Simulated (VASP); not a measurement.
# MgSnO4 (P4/mmm) in VASP: further runs, part 2 of 2

VASP 6.6.1. Earlier steps stand in the parts before.

### Step 3. Single point, PBE

This run uses another cell than the first one, of 14.58 Å³/atom.

The input, INCAR:

```
SYSTEM = MgSnO4
PREC = Accurate
ENCUT = 520
EDIFF = 1E-6
ISMEAR = 0
SIGMA = 0.1
LREAL = .FALSE.
LASPH = .TRUE.
NELM = 80
ALGO = Normal
ISIF = 2
LWAVE = .FALSE.
LCHARG = .TRUE.
GGA = PE
LELF = .TRUE.
LVHAR = .TRUE.
NBANDS = 29
```

The input, KPOINTS:

```
regular mesh
0
G
  4 4 4
  0 0 0
```

The input, POSCAR:

```
MgSnO4
1.0
    4.5117032000      0.0000000000      0.0000000000
    0.0000000000      4.5117032000      0.0000000000
    0.0000000000      0.0000000000      4.2980028500
Mg Sn O
1 1 4
Direct
    0.5000000000      0.5000000000      0.5000000000
    0.0000000000      0.0000000000      0.5000000000
    0.0000000000      0.5000000000      0.2000788000
    0.5000000000      0.0000000000      0.7999212000
    0.0000000000      0.5000000000      0.7999212000
    0.5000000000      0.0000000000      0.2000788000
```

Potentials or basis: VASP PAW PBE potentials, release 64 (Mg, Sn_d, O).

Started as:

```
> cat potpaw_PBE.64/Mg/POTCAR potpaw_PBE.64/Sn_d/POTCAR potpaw_PBE.64/O/POTCAR > POTCAR
> mpirun -np 1 vasp_std > vasp.out
```

OUTCAR:

```text
SYSTEM = MgSnO4
   PREC = Accurate
   ENCUT = 520
   EDIFF = 1E-6
   ISMEAR = 0
   LREAL = .FALSE.
   LASPH = .TRUE.
   NELM = 80
   ISIF = 2
   GGA = PE

 ion  position               nearest neighbor table
   1  0.500  0.500  0.500-   3 2.60   4 2.60   5 2.60   6 2.60   4 2.60   6 2.60   3 2.60   5 2.60
                             2 3.19   2 3.19   2 3.19   2 3.19
   2  0.000  0.000  0.500-   3 2.60   4 2.60   5 2.60   6 2.60   3 2.60   5 2.60   4 2.60   6 2.60
                             1 3.19   1 3.19   1 3.19   1 3.19
   3  0.000  0.500  0.200-   5 1.72   2 2.60   1 2.60   2 2.60   1 2.60
   4  0.500  0.000  0.800-   6 1.72   2 2.60   1 2.60   1 2.60   2 2.60
   5  0.000  0.500  0.800-   3 1.72   2 2.60   1 2.60   2 2.60   1 2.60
   6  0.500  0.000  0.200-   4 1.72   2 2.60   1 2.60   1 2.60   2 2.60

  LATTYP: Found a simple tetragonal cell.
 ALAT       =     4.5117032000
 C/A-ratio  =     0.9526342180

  Lattice vectors:

 A1 = (   4.5117032000,   0.0000000000,   0.0000000000)
 A2 = (   0.0000000000,   4.5117032000,   0.0000000000)
 A3 = (   0.0000000000,   0.0000000000,   4.2980028500)

Analysis of symmetry for initial positions (statically):
=====================================================================
 Subroutine PRICEL returns:
 Original cell was already a primitive cell.

 Routine SETGRP: Setting up the symmetry group for a
 simple tetragonal supercell.

 Subroutine GETGRP returns: Found 16 space group operations
 (whereof 16 operations were pure point group operations)
 out of a pool of 16 trial point group operations.

The static configuration has the point symmetry D_4h.

Analysis of symmetry for dynamics (positions and initial velocities):
=====================================================================
 Subroutine PRICEL returns:
 Original cell was already a primitive cell.

 Routine SETGRP: Setting up the symmetry group for a
 simple tetragonal supercell.

 Subroutine GETGRP returns: Found 16 space group operations
 (whereof 16 operations were pure point group operations)
 out of a pool of 16 trial point group operations.
[... 125 lines left out ...]
  Thomas-Fermi vector in A             =   2.394657
   LORBIT       =      0    0 simple, 1 ext, 2 COOP (PROOUT), +10 PAW based schemes
   GGA     = PE    functional components
   LHFCALC =     F    Hartree Fock is set to
   AEXX    =    0.0000 exact exchange contribution
   IVDW    =     0    specifies the selected vdW correction
   LEPSILON=     F    determine dielectric tensor
   LRPA    =     F    only Hartree local field effects (RPA)
 non-spin polarized calculation
 Gauss-broadening in eV      SIGMA  =   0.10
  energy-cutoff  :      520.00
  volume of cell :       87.49
 maximum number of plane-waves:      2372
 NGX is ok and might be reduce to    36
   NGX = 17   NGY = 17   NGZ = 15

 number of electron      40.0000004 magnetization

 Free energy of the ion-electron system (eV)
  ---------------------------------------------------
  ext. energy  EPLUGINS =         0.00000000
  ---------------------------------------------------
  free energy    TOTEN  =       -28.60669000 eV

  energy without entropy =      -28.59760584  energy(sigma->0) =      -28.60214792

 E-fermi :   3.2972     XC(G=0):  -9.6820

 val. band max:        3.1614688195   @ k =   0.5000   0.0000   0.2500
 cond. band min:       3.3359776140   @ k =   0.5000   0.2500   0.2500
 fundamental gap:      0.1745087945
 Fermi energy:         3.2972069955

 k-point     1 :       0.0000    0.0000    0.0000
  band No.  band energies     occupation
      1     -18.0018      2.00000
      2     -17.9811      2.00000
      3     -17.9417      2.00000
      4     -17.9312      2.00000
      5     -17.9312      2.00000
      6     -16.0578      2.00000
[... 565 lines left out ...]
     28      12.7885      0.00000
     29      12.7885      0.00000

------------------------ aborting loop because EDIFF is reached ----------------------------------------

  FORCE on cell =-STRESS in cart. coord.  units (eV):
  Direction    XX          YY          ZZ          XY          YZ          ZX
  --------------------------------------------------------------------------------------
  -------------------------------------------------------------------------------------
  Total       -6.7974175     -6.7974175    -13.2786440      0.0000000     -0.0000000      0.0000000
  in kB     -124.4820646   -124.4820646   -243.1736794      0.0000000     -0.0000000      0.0000000
  external PRESSURE =    -164.0459362 kB  Pullay stress =       0.0000000 kB

 VOLUME and BASIS-vectors are now :
 -----------------------------------------------------------------------------
  energy-cutoff  :      520.00
  volume of cell :       87.49
      direct lattice vectors                 reciprocal lattice vectors
     4.511703200  0.000000000  0.000000000     0.221645786  0.000000000  0.000000000
     0.000000000  4.511703200  0.000000000     0.000000000  0.221645786  0.000000000
     0.000000000  0.000000000  4.298002850     0.000000000  0.000000000  0.232666202

 POSITION                                       TOTAL-FORCE (eV/Angst)
 -----------------------------------------------------------------------------------
      2.25585      2.25585      2.14900         0.000000     -0.000000      0.000000
      0.00000      0.00000      2.14900         0.000000     -0.000000      0.000000
      0.00000      2.25585      0.85994        -0.000000     -0.000000     -0.211379
      2.25585      0.00000      3.43806         0.000000     -0.000000      0.211379
      0.00000      2.25585      3.43806         0.000000     -0.000000      0.211379
      2.25585      0.00000      0.85994         0.000000      0.000000     -0.211379
 -----------------------------------------------------------------------------------
    total drift:                                0.000000     -0.000000      0.000000

  FREE ENERGIE OF THE ION-ELECTRON SYSTEM (eV)
  ---------------------------------------------------
  free  energy   TOTEN  =       -28.6066899974 eV

  energy  without entropy=      -28.5976058375  energy(sigma->0) =      -28.60214792
```

Wall time 47 s (1 thread of Oxide Virtual Turin-like, shared host); peak memory 0.18 GiB.

What came out:

```yaml
Free_energy: -28.6067 eV
Pressure: -16.4 GPa
Largest_force: 0.211 eV/Å
Band_gap_on_the_k_mesh: zero (bands 20 and 21 overlap by 1.51 eV)
```

Forces on the atoms (eV/Å):
```
Mg   0.000  0.000  0.000
Sn   0.000  0.000  0.000
O    0.000  0.000 -0.211
O    0.000  0.000  0.211
O    0.000  0.000  0.211
O    0.000  0.000 -0.211
```

Stress tensor (GPa, compression positive):
```
-12.45   0.00   0.00
  0.00 -12.45   0.00
  0.00   0.00 -24.32
```

Caveat: the k points lie up to 0.37 Å⁻¹ apart, too coarse for converged energies and pressures of a metal; spin-orbit coupling is left out, which moves the levels of the heavy elements.

### Step 4. Relaxation of cell and atoms, PBE

This run uses another cell than the first one, of 14.58 Å³/atom.

The input, INCAR:

```
  ALGO = Normal
  EDIFF = 1E-6
  EDIFFG = -0.04
  ENCUT = 600
  GGA = PE
  IBRION = 2
  ISIF = 3
  ISMEAR = 0
  LASPH = True
  LCHARG = False
  LREAL = False
  LWAVE = False
  NELM = 100
  NSW = 90
  PREC = Accurate
  SIGMA = 0.1
```

The input, KPOINTS:

```
k-points
0
Gamma
  4 4 4
```

POSCAR is that of step 3.

Started as:

```
> cat potpaw_PBE.64/Mg/POTCAR potpaw_PBE.64/Sn_d/POTCAR potpaw_PBE.64/O/POTCAR > POTCAR
> mpirun -np 1 vasp_std > vasp.out
```

It took 9.8 min on 1 thread of Oxide Virtual Turin-like, shared host; peak memory 0.21 GiB.

It converged, with:

* Free energy: -30.3805 eV
* Relaxed volume: 11.34 Å³/atom
* Relaxed cell: a = 3.988 Å, b = 3.988 Å, c = 4.280 Å, α = 90.00°, β = 90.00°, γ = 90.00°
* Space group after relaxing (to 0.1 Å): P4/mmm (No. 123)
* Energy gained by relaxing: 295.0 meV/atom
* Ionic steps: 20
* Pressure after relaxing: -0.2 GPa
* Largest force after relaxing: 0.009 eV/Å
* Band gap on the k mesh: zero (bands 20 and 21 overlap by 3.33 eV)

Forces on the atoms (eV/Å):
```
Mg   0.000  0.000  0.000
Sn   0.000  0.000  0.000
O    0.000  0.000 -0.009
O    0.000  0.000  0.009
O    0.000  0.000  0.009
O    0.000  0.000 -0.009
```

Stress tensor (GPa, compression positive):
```
-0.34  0.00  0.00
 0.00 -0.34  0.00
 0.00  0.00  0.13
```

Step by step:
```
step  energy change (eV)  largest force (eV/Å)  pressure (GPa)  volume (Å³)
   1              0.0000                0.2125          -16.48        87.49
   2             -0.8925                1.2215            5.95        69.76
   3             -0.9811                0.7712           -1.02        73.16
   4             -1.1341                1.2276           -0.85        71.28
   5             -1.5822                0.2627            6.28        65.77
   6             -1.6613                0.1177            3.61        66.78
   7             -1.6998                0.4532            1.86        67.76
   8             -1.7005                0.5366            1.61        68.03
   9             -1.7433                0.1106           -1.29        69.06
  10             -1.7437                0.0739           -1.59        69.15
  11             -1.7519                0.0526           -0.70        68.45
  12             -1.7578                0.0275            1.80        66.82
  13             -1.7587                0.0109            0.66        67.46
  14             -1.7591                0.0005            1.00        67.26
  15             -1.7623                0.0804            1.26        67.06
  16             -1.7623                0.0880            1.29        67.04
  17             -1.7651                0.0990            0.70        67.33
  18             -1.7674                0.1253           -0.53        67.99
  19             -1.7689                0.0702           -0.39        68.02
  20             -1.7697                0.0088           -0.18        68.07
```

Final structure:
```
Mg Sn O
1.0
     3.98817    0.00000    0.00000
     0.00000    3.98817    0.00000
     0.00000    0.00000    4.27954
Mg Sn O
1 1 4
Direct
  0.50000 0.50000 0.50000
  0.00000 0.00000 0.50000
  0.00000 0.50000 0.24954
  0.50000 0.00000 0.75046
  0.00000 0.50000 0.75046
  0.50000 0.00000 0.24954
```

Levels at points of the mesh, in eV from the Fermi level:
| k point | band 16 | band 17 | band 18 | band 19 | band 20 | band 21 | band 22 | band 23 | band 24 |
| --- | --- | --- | --- | --- | --- | --- | --- | --- | --- |
| (0.00, 0.00, 0.00) | -2.80 | -2.80 | -1.73 | -1.15 | -1.15 | 1.02 | 1.29 | 4.84 | 5.34 |
| (0.50, 0.00, 0.00) | -3.30 | -2.15 | -2.04 | -1.96 | 1.16 | 1.22 | 2.09 | 6.12 | 7.40 |
| (0.50, 0.50, 0.00) | -2.37 | -2.19 | -1.43 | -0.69 | 1.21 | 1.21 | 3.17 | 5.49 | 5.49 |
| (0.00, 0.00, 0.50) | -2.40 | -2.40 | -2.15 | -1.89 | -1.76 | -1.76 | -0.27 | 3.12 | 6.31 |
| (0.50, 0.00, 0.50) | -2.96 | -2.78 | -2.76 | -2.47 | -2.25 | -2.12 | 2.60 | 5.62 | 6.60 |
| (0.50, 0.50, 0.50) | -2.15 | -2.15 | -1.96 | -1.89 | -1.74 | -1.24 | 3.88 | 6.10 | 6.10 |

Caveat: the k points lie up to 0.39 Å⁻¹ apart in the final cell, too coarse for converged energies and pressures of a metal; the volume moved by over 15 % at a fixed basis, so the end points are rough; spin-orbit coupling is left out, which moves the levels of the heavy elements.

### Step 5. Single point, PBE

This run uses another cell than the first one, of 11.25 Å³/atom.

The input, INCAR:

```
PREC = Accurate
ENCUT = 520
EDIFF = 1E-6
ISMEAR = 0
SIGMA = 0.1
LREAL = False
LASPH = True
NELM = 60
ALGO = Fast
ISIF = 2
LWAVE = False
LCHARG = False
GGA = PE
NBANDS = 29
```

The input, KPOINTS:

```
Automatic mesh
0
Gamma
  10 10 10
```

The input, POSCAR:

```
MgSnO4
1.0
    3.9838861905      0.0000000000      0.0000000000
    0.0000000000      3.9838861905      0.0000000000
    0.0000000000      0.0000000000      4.2526736775
Mg Sn O
1 1 4
Direct
    0.5000000000      0.5000000000      0.5000000000
    0.0000000000      0.0000000000      0.5000000000
    0.0000000000      0.5000000000      0.2478331838
    0.5000000000      0.0000000000      0.7521668162
    0.0000000000      0.5000000000      0.7521668162
    0.5000000000      0.0000000000      0.2478331838
```

Started as:

```
> cat potpaw_PBE.64/Mg/POTCAR potpaw_PBE.64/Sn_d/POTCAR potpaw_PBE.64/O/POTCAR > POTCAR
> mpirun -np 1 vasp_std > vasp.out
```

It took 3.9 min on 1 thread of Oxide Virtual Turin-like, shared host; peak memory 0.3 GiB.

It converged, with:

```
Free energy            : -30.5148 eV
Pressure               : -0.1 GPa
Largest force          : 0.022 eV/Å
Band gap on the k mesh : zero (bands 20 and 21 overlap by 3.50 eV)
```

Forces on the atoms (eV/Å):
```
Mg   0.000  0.000  0.000
Sn   0.000  0.000  0.000
O    0.000  0.000 -0.022
O    0.000  0.000  0.022
O    0.000  0.000  0.022
O    0.000  0.000 -0.022
```

Stress tensor (GPa, compression positive):
```
 0.06  0.00  0.00
 0.00  0.06  0.00
 0.00  0.00 -0.26
```

Levels at points of the mesh, in eV from the Fermi level:
| k point | band 16 | band 17 | band 18 | band 19 | band 20 | band 21 | band 22 | band 23 | band 24 | band 25 |
| --- | --- | --- | --- | --- | --- | --- | --- | --- | --- | --- |
| (0.00, 0.00, 0.00) | -2.58 | -2.58 | -1.52 | -0.92 | -0.92 | 1.33 | 1.60 | 5.05 | 5.59 | 7.69 |
| (0.50, 0.00, 0.00) | -3.08 | -1.92 | -1.81 | -1.73 | 1.46 | 1.52 | 2.30 | 6.34 | 7.60 | 7.75 |
| (0.50, 0.50, 0.00) | -2.18 | -2.00 | -1.20 | -0.46 | 1.52 | 1.52 | 3.37 | 5.71 | 5.71 | 8.39 |
| (0.00, 0.00, 0.50) | -2.17 | -2.17 | -1.85 | -1.75 | -1.57 | -1.57 | 0.00 | 3.29 | 6.56 | 7.54 |
| (0.50, 0.00, 0.50) | -2.78 | -2.58 | -2.49 | -2.18 | -2.10 | -1.98 | 2.84 | 5.81 | 6.84 | 7.98 |
| (0.50, 0.50, 0.50) | -2.00 | -2.00 | -1.78 | -1.66 | -1.51 | -1.06 | 4.12 | 6.34 | 6.34 | 7.60 |

Caveat: spin-orbit coupling is left out, which moves the levels of the heavy elements.

### Step 6. Relaxation of cell and atoms, PBE

The input, INCAR:

```
SYSTEM = MgSnO4
PREC = Accurate
ENCUT = 600
EDIFF = 1E-7
ISMEAR = 0
SIGMA = 0.1
LREAL = .False.
LASPH = .True.
NELM = 60
ALGO = Fast
ISIF = 3
LWAVE = .False.
LCHARG = .False.
GGA = PE
IBRION = 2
NSW = 100
EDIFFG = -0.01
```

The input, KPOINTS:

```
Automatic mesh
0
Gamma
  10 10 10
  0 0 0
```

The input, POSCAR:

```
MgSnO4
1.0
    3.9851596914      0.0000000000      0.0000000000
    0.0000000000      3.9851596914      0.0000000000
    0.0000000000      0.0000000000      4.2958742502
Mg Sn O
1 1 4
Direct
    0.5000000000      0.5000000000      0.5000000000
    0.0000000000      0.0000000000      0.5000000000
    0.0000000000      0.5000000000      0.2507013650
    0.5000000000      0.0000000000      0.7492986350
    0.0000000000      0.5000000000      0.7492986350
    0.5000000000      0.0000000000      0.2507013650
```

Potentials or basis: VASP PAW PBE potentials, release 64 (Mg, Sn_d, O).

Started as:

```
> cat potpaw_PBE.64/Mg/POTCAR potpaw_PBE.64/Sn_d/POTCAR potpaw_PBE.64/O/POTCAR > POTCAR
> mpirun -np 1 vasp_std > vasp.out
```

Run time: 21 min. Hardware: 1 thread of Oxide Virtual Turin-like, shared host; peak memory 0.35 GiB.

Results (log left out):

```
Free energy                           : -30.5229 eV
Relaxed volume                        : 11.22 Å³/atom
Relaxed cell                          : a = 3.984 Å, b = 3.984 Å, c = 4.243 Å, α = 90.00°, β = 90.00°, γ = 90.00°
Space group after relaxing (to 0.1 Å) : P4/mmm (No. 123)
Energy gained by relaxing             : 1.4 meV/atom
Ionic steps                           : 6
Pressure after relaxing               : 0.0 GPa
Band gap on the k mesh                : zero (bands 20 and 21 overlap by 3.56 eV)
```

The path:
```csv
step,energy change (eV),largest force (eV/Å),pressure (GPa),volume (Å³)
1,0.0000,0.1052,-1.05,68.22
2,-0.0057,0.1172,0.15,67.49
3,-0.0062,0.1201,0.62,67.21
4,-0.0085,0.0270,0.06,67.27
5,-0.0085,0.0156,0.10,67.27
6,-0.0087,0.0008,0.00,67.34
```

Final structure:
```
CELL_PARAMETERS angstrom
3.98375 0.00000 0.00000
0.00000 3.98375 0.00000
0.00000 0.00000 4.24338
ATOMIC_POSITIONS crystal
Mg 0.50000 0.50000 0.50000
Sn 0.00000 0.00000 0.50000
O 0.00000 0.50000 0.24720
O 0.50000 0.00000 0.75280
O 0.00000 0.50000 0.75280
O 0.50000 0.00000 0.24720
```

Levels at points of the mesh, in eV from the Fermi level:
| k point | band 17 | band 18 | band 19 | band 20 | band 21 | band 22 | band 23 | band 24 |
| --- | --- | --- | --- | --- | --- | --- | --- | --- |
| (0.00, 0.00, 0.00) | -2.59 | -1.54 | -0.93 | -0.93 | 1.35 | 1.62 | 5.02 | 5.59 |
| (0.50, 0.00, 0.00) | -1.93 | -1.82 | -1.74 | 1.48 | 1.54 | 2.27 | 6.32 | 7.58 |
| (0.50, 0.50, 0.00) | -2.02 | -1.21 | -0.47 | 1.54 | 1.54 | 3.35 | 5.69 | 5.69 |
| (0.00, 0.00, 0.50) | -2.18 | -1.83 | -1.79 | -1.60 | -1.60 | 0.01 | 3.26 | 6.56 |
| (0.50, 0.00, 0.50) | -2.61 | -2.47 | -2.16 | -2.14 | -2.02 | 2.83 | 5.78 | 6.83 |
| (0.50, 0.50, 0.50) | -2.04 | -1.80 | -1.67 | -1.52 | -1.08 | 4.11 | 6.33 | 6.33 |

Caveat: spin-orbit coupling is left out, which moves the levels of the heavy elements.

### Step 7. Summary

```csv
task,cell,k mesh,cutoff (eV),gap on the mesh (eV),pressure (GPa),relaxed volume (Å³/atom),largest force (eV/Å)
single point,"a = 3.985, b = 3.985, c = 4.296 Å, 6 atoms, atomic positions A",4 × 4 × 4,520,none,-0.1,-,0.04
single point,"a = 4.512, b = 4.512, c = 4.298 Å, 6 atoms, atomic positions B",4 × 4 × 4,520,none,-16.4,-,0.21
relaxation of cell and atoms,"relaxed from a = 4.512, b = 4.512, c = 4.298 Å, 6 atoms, atomic positions B",4 × 4 × 4,600,none,-0.2,11.34,0.01
single point,"a = 3.984, b = 3.984, c = 4.253 Å, 6 atoms, atomic positions C",10 × 10 × 10,520,none,-0.1,-,0.02
relaxation of cell and atoms,"relaxed from a = 3.985, b = 3.985, c = 4.296 Å, 6 atoms, atomic positions A",10 × 10 × 10,600,none,0.0,11.22,-
```

Alike in all rows: level PBE; potentials or basis VASP PAW PBE potentials, release 64 (Mg, Sn_d, O); no spin polarisation; smearing gaussian 0.1 eV.

Caveats: some runs use coarse meshes; spin-orbit coupling is left out, which moves the levels of the heavy elements; the volume moved by over 15 % at a fixed basis, so the end points are rough (at least some runs).

Total energies depend on the potentials used, so only differences within one code and one set of settings carry meaning.

The gap in the log of VASP goes by the Fermi energy; the results here count the filled bands.